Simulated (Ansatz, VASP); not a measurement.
## WC in VASP and in Ansatz

The input INCAR:

```
  PREC = Accurate
  ENCUT = 520
  EDIFF = 1E-6
  ISMEAR = 0
  SIGMA = 0.15
  LREAL = F
  LASPH = T
  NELM = 80
  ALGO = Normal
  ISIF = 2
  LWAVE = F
  LCHARG = F
  GGA = PS
  NBANDS = 16
```

The input KPOINTS:

```
Automatic mesh
0
Gamma
  18 18 16
```

Contents of POSCAR:

```
WC
1.0
    2.9005014360      0.0000000000      0.0000000000
   -1.4502507180      2.5119079273      0.0000000000
    0.0000000000      0.0000000000      2.8290000000
W C
1 1
Direct
    0.0000000000      0.0000000000      0.0000000000
    0.6666666667      0.3333333333      0.4381406858
```

Input for Ansatz:

```yaml
crystal:
  lattice:
    - [2.900501436, 0.0, 0.0]
    - [-1.450250718, 2.5119079273, 0.0]
    - [0.0, 0.0, 2.829]
  atoms:
    - { symbol: W, position: [0.0, 0.0, 0.0] }
    - { symbol: C, position: [0.6666666667, 0.3333333333, 0.4381406858] }
basis:
  ecutwfc: 420
kpoints:
  mp_grid: { grid: [18, 18, 16] }
hamiltonian:
  xc: pbesol
scf:
  occupations: { method: gaussian, width: 0.15 }
output:
  forces: true
  stress: true
  eigenvalues: true
```

Change from the starting cell: all C atoms moved +0.175 Å, as atom 2 towards its neighbour atom 2 (C) at 2.829 Å.

Alike in both runs: task single point; functional PBEsol; k mesh 18 × 18 × 16; occupations gaussian, width 0.15 eV; no spin polarisation.

```csv
,VASP,Ansatz
version,VASP 6.6.1,Ansatz 0.2.0
potentials or method,"VASP PAW PBE potentials, release 64 (W_sv, C), cutoff 520 eV","scalar-relativistic, plane waves, PAW"
valence electrons in the cell,18,18
```

VASP gave:

```
gap on the k mesh at the Fermi level (eV)                     : none
pressure (GPa)                                                : 7.6
traceless stress, the component that is largest in VASP (GPa) : 1.81
rms of the force components (eV/Å)                            : 1.551
```

Problem. Which values does Ansatz return?

Solution. gap on the k mesh at the Fermi level (eV): none; pressure (GPa): 6.2; traceless stress, the component that is largest in VASP (GPa): 1.62; rms of the force components (eV/Å): 1.535.

VASP's potentials were made for PBE, not for PBEsol. Atom by atom the forces differ by 0.016 eV/Å (rms over components). A gap of «none» marks a metal or a gap that the smearing closes.

Spin-orbit coupling is off throughout.
